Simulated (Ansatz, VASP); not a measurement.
Ti in VASP and in Ansatz

INCAR

```
SYSTEM = Ti
PREC = Accurate
ENCUT = 520
EDIFF = 1E-7
ISMEAR = 0
SIGMA = 0.15
LREAL = .False.
LASPH = .True.
NELM = 80
ALGO = Fast
ISIF = 2
LWAVE = .False.
LCHARG = .False.
GGA = PS
NBANDS = 19
```

KPOINTS

```
Automatic mesh
0
Gamma
  24 24 14
  0 0 0
```

POSCAR

```
Ti
1.0
    3.0164526083      0.0000000000      0.0000000000
   -1.5082263041      2.6123245881      0.0000000000
    0.0000000000      0.0000000000      4.7746300647
Ti
2
Direct
    0.3333333333      0.6666666667      0.2500000000
    0.6666666667      0.3333333333      0.7500000000
```

Input for Ansatz:

```yaml
crystal:
  lattice:
    - [3.0164526083, 0.0, 0.0]
    - [-1.5082263041, 2.6123245881, 0.0]
    - [0.0, 0.0, 4.7746300647]
  atoms:
    - { symbol: Ti, position: [0.3333333333, 0.6666666667, 0.25] }
    - { symbol: Ti, position: [0.6666666667, 0.3333333333, 0.75] }
basis:
  ecutwfc: 420
kpoints:
  mp_grid: { grid: [24, 24, 14] }
hamiltonian:
  xc: pbesol
scf:
  occupations: { method: gaussian, width: 0.15 }
output:
  forces: true
  stress: true
  eigenvalues: true
```

Change from the starting cell: strain +0.040 along x and y, +0.040 along z, atoms carried along.

Alike in both runs: task single point; functional PBEsol; k mesh 24 × 24 × 14; occupations gaussian, width 0.15 eV; no spin polarisation.

|  | VASP | Ansatz |
| --- | --- | --- |
| version | VASP 6.6.1 | Ansatz 0.2.0 |
| potentials or method | VASP PAW PBE potentials, release 64 (Ti_sv), cutoff 520 eV | scalar-relativistic, plane waves, PAW |
| valence electrons in the cell | 24 | 24 |

```csv
,VASP,Ansatz,Ansatz less VASP
gap on the k mesh at the Fermi level (eV),none,none,-
pressure (GPa),-11.5,-11.3,+0.13
"traceless stress, the component that is largest in VASP (GPa)",-0.19,-0.19,-0.002
```

VASP's potentials were made for PBE, not for PBEsol. A gap of «none» marks a metal or a gap that the smearing closes.
